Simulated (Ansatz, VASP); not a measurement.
# MgS in VASP and in Ansatz

File INCAR:

```
SYSTEM = MgS
ALGO = Normal
EDIFF = 1E-6
ENCUT = 600
GGA_COMPAT = .False.
ISIF = 2
ISMEAR = 0
LASPH = .True.
LCHARG = .False.
LREAL = .False.
LWAVE = .False.
NBANDS = 16
NELM = 120
PREC = Accurate
SIGMA = 0.01
```

KPOINTS

```
k-points
0
Gamma
  5 5 3
  0 0 0
```

POSCAR

```
MgS
1.0
    4.0346224100      0.0000000000      0.0000000000
   -2.0173112000      3.4940855000      0.0000000000
    0.0000000000      0.0000000000      6.4322941800
Mg S
2 2
Direct
    0.6666666667      0.3333333333      0.4957548500
    0.3333333333      0.6666666667      0.9957548500
    0.3333333333      0.6666666667      0.3792441500
    0.6666666667      0.3333333333      0.8792441500
```

Input for Ansatz:

```yaml
crystal:
  lattice:
    - [4.03462241, 0.0, 0.0]
    - [-2.0173112, 3.4940855, 0.0]
    - [0.0, 0.0, 6.43229418]
  atoms:
    - { symbol: Mg, position: [0.6666666666666666, 0.3333333333333333, 0.49575484999999997] }
    - { symbol: Mg, position: [0.3333333333333333, 0.6666666666666666, 0.99575485] }
    - { symbol: S, position: [0.3333333333333333, 0.6666666666666666, 0.37924415] }
    - { symbol: S, position: [0.6666666666666666, 0.3333333333333333, 0.87924415] }
basis:
  ecutwfc: 550.0
kpoints:
  mp_grid:
    grid: [5, 5, 3]
hamiltonian:
  xc: lda
scf:
  max_iter: 60
  occupations:
    method: fixed
output:
  band_densities:
    - { bands: [v1, v1] }
    - { bands: [c1, c1] }
```

Alike in both runs: task single point; functional LDA; k mesh 5 × 5 × 3; no spin polarisation.

|  | VASP | Ansatz |
| --- | --- | --- |
| version | VASP 6.6.1 | Ansatz 0.2.0 |
| potentials or method | VASP PAW LDA potentials, release 64 (Mg, S), cutoff 600 eV | plane waves, PAW |
| occupations | gaussian, width 0.01 eV | fixed |
| valence electrons in the cell | 16 | 32 |

Ansatz gave:

```
gap on the k mesh at the Fermi level (eV) : 3.15
```

Task: Which values does VASP return?

Result: gap on the k mesh at the Fermi level (eV): 3.16.

LDA's correlation is that of Perdew and Zunger in VASP and of Perdew and Wang (1992) in Ansatz. VASP's potentials hold 16 valence electrons a cell and Ansatz's 32, so a difference there can come from the potentials and not from the codes.
